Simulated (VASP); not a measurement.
Write the native input for VASP 6.6.1 that does the following.

```yaml
Task: single point
Functional: PBE
Potentials_or_basis: VASP PAW PBE potentials, release 64 (Rb_sv, Hg)
Cutoff: 520 eV
k_mesh: 10 × 10 × 10
Occupations: gaussian, width 0.1 eV
Spin: no spin polarisation
Dipole_correction: no
Further_INCAR_settings: ALGO = Normal; EDIFF = 1e-07; NBANDS = 22
```

The structure of Rb2Hg lies in POSCAR:

```
Rb2Hg
1.0
    0.0000000000      4.4733197388      4.4733197388
    4.4733197388      0.0000000000      4.4733197388
    4.4733197388      4.4733197388      0.0000000000
Rb Hg
2 1
Direct
    0.2500000000      0.2500000000      0.2500000000
    0.7500000000      0.7500000000      0.7500000000
    0.5000000000      0.5000000000      0.5000000000
```

The cell was built from a structure type or drawn by symmetry, and may not be a known phase.

The input as run:

INCAR

```
ALGO = Normal
EDIFF = 1E-7
ENCUT = 520
GGA = PE
ISIF = 2
ISMEAR = 0
LASPH = True
LCHARG = False
LREAL = False
LWAVE = False
NBANDS = 22
NELM = 100
PREC = Accurate
SIGMA = 0.1
```

KPOINTS

```
k-points
0
Gamma
  10 10 10
```

Potentials or basis: VASP PAW PBE potentials, release 64 (Rb_sv, Hg).

Launch:

```console
$ cat potpaw_PBE.64/Rb_sv/POTCAR potpaw_PBE.64/Hg/POTCAR > POTCAR
$ mpirun -np 1 vasp_std > vasp.out
```

Results of the run:

The pressure is 0.0 GPa. The band gap on the k mesh is zero (bands 15 and 16 overlap by 0.81 eV).

Caveat: spin-orbit coupling is left out, which moves the levels of the heavy elements.

Wall time 88 s on 1 thread of Intel(R) Xeon(R) 6975P-C (Granite Rapids), with other jobs on the host, peak memory 0.43 GiB.
